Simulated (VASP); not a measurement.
Runs of VASP 6.6.1 on ZnO. The structure is that of space group Pm-3m (No. 221), or close to it. The cells are those of the table. 

```tsv
level	cell	share of exact exchange	screening parameter	gap on the mesh (eV)	pressure (GPa)
HF	a = 2.654 Å, 2 atoms	1	-	9.52	(a)
PBEsol-based global hybrid with 25 % exact exchange	a = 2.688 Å, 2 atoms	0.25	-	1.28	-12.9
PBEsol-based screened hybrid with 25 % exact exchange	a = 2.688 Å, 2 atoms	0.25	0.207 1/Å	0.52	(b)
PBE-based screened hybrid with 25 % exact exchange	a = 2.688 Å, 2 atoms	0.25	0.3 1/Å	0.38	-6.5
HSE06	a = 2.688 Å, 2 atoms	0.25	0.2079 1/Å	0.60	(c)
```

Alike in all rows: task single point; potentials or basis VASP PAW PBE potentials, release 64 (Zn, O); no spin polarisation; k mesh 5 × 5 × 5; cutoff (eV) 520; smearing fermi-dirac 0.05 eV.

Fill in the values left out.

(a) 1.3; (b) -12.6; (c) -7.0.

Caveats: all runs use coarse meshes; the PAW data sets were made with another functional, which shifts forces and pressure a little; an odd mesh through Γ misses points on the zone boundary, where band edges can lie.
